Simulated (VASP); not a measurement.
Runs of VASP 6.6.1 on Si5O. The structure is that of space group I4/mmm (No. 139), or close to it. The cells are those of the table. The cell was built from a structure type or drawn by symmetry, and may not be a known phase.

```tsv
task	spin	cell	k mesh	cutoff (eV)	gap on the mesh (eV)	pressure (GPa)	moment (μB)
single point	off	a = 4.922 Å, angles 113.7, 113.7, 101.4°, 6 atoms	10 × 10 × 10	520	none	0.0	-
relaxation of cell and atoms	off	relaxed from a = 4.365 Å, angles 111.1, 111.1, 106.3°, 6 atoms	6 × 6 × 6	600	none	0.3	-
single point	collinear, ferromagnetic start	a = 4.365 Å, angles 111.1, 111.1, 106.3°, 6 atoms	6 × 6 × 6	520	none	63.1	0.00
single point	off	a = 4.907 Å, angles 113.2, 113.2, 102.2°, 6 atoms	6 × 6 × 6	520	none	(a)	-
single point	collinear, ferromagnetic start	a = 4.907 Å, angles 113.2, 113.2, 102.2°, 6 atoms	4 × 4 × 4	520	none	-0.4	0.00
single point	off	a = 4.365 Å, angles 111.1, 111.1, 106.3°, 6 atoms	6 × 6 × 6	520	none	63.1	-
```

Alike in all rows: level PBE; potentials or basis VASP PAW PBE potentials, release 64 (Si, O); smearing gaussian 0.1 eV.

Question: Estimate the missing entries.

Answer: (a) -0.1.

Caveats: some runs use coarse meshes; the cell stands under pressure (at least some runs).

A gap of «none» marks levels without a gap at the run's occupations.
